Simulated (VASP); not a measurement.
Here is a VASP 6.6.1 calculation.

The input POSCAR:

```
MgO
1.0
    3.2888257900      0.0000000000      0.0000000000
   -1.6444128950      2.8482066827      0.0000000000
    0.0000000000      0.0000000000      5.0322560468
Mg O
2 2
Direct
    0.3394977064      0.6683486589      0.0141118364
    0.6728310398      0.3350153256      0.5141118364
    0.3271689602      0.6649846744      0.3904881636
    0.6605022936      0.3316513411      0.8904881636
```

Contents of INCAR.step1:

```
PREC = Accurate ; ENCUT = 600
ISMEAR = 0 ; SIGMA = 0.05
LREAL = F ; LASPH = T
NELM = 100 ; GGA = PE
ALGO = Normal ; EDIFF = 1E-4
LWAVE = T ; LCHARG = F
```

INCAR.step2

```
PREC = Accurate ; ENCUT = 600
EDIFF = 1E-6 ; ISMEAR = 0
SIGMA = 0.05 ; LREAL = F
LASPH = T ; NELM = 100
ALGO = Normal ; ISIF = 3
LWAVE = F ; LCHARG = F
METAGGA = R2SCAN ; LMIXTAU = T
IBRION = 2 ; NSW = 100
EDIFFG = -0.01 ; ISTART = 1
```

The input KPOINTS:

```
Automatic mesh
0
Gamma
  6 6 4
```

Potentials or basis: VASP PAW PBE potentials, release 64 (Mg, O).

Command:

```bash
$ cat potpaw_PBE.64/Mg/POTCAR potpaw_PBE.64/O/POTCAR > POTCAR
$ cp INCAR.step1 INCAR
$ mpirun -np 1 vasp_std > vasp.out
$ cp INCAR.step2 INCAR
$ mpirun -np 1 vasp_std > vasp.out
```

**Question.** Predict the relaxed volume.

**Answer.** 11.72 Å³/atom.

**Question.** What does it give for the band gap on the k mesh?

**Answer.** 4.24 eV.

**Question.** Predict the relaxed cell.

**Answer.** a = 3.282 Å, b = 3.282 Å, c = 5.025 Å, α = 89.99°, β = 90.03°, γ = 120.00°.

Forces on the atoms (eV/Å):
```
Mg  -0.004 -0.001 -0.002
Mg  -0.003 -0.001 -0.002
O    0.003  0.001  0.002
O    0.004  0.001  0.002
```

Caveat: the PAW data sets were made with another functional, which shifts forces and pressure a little.
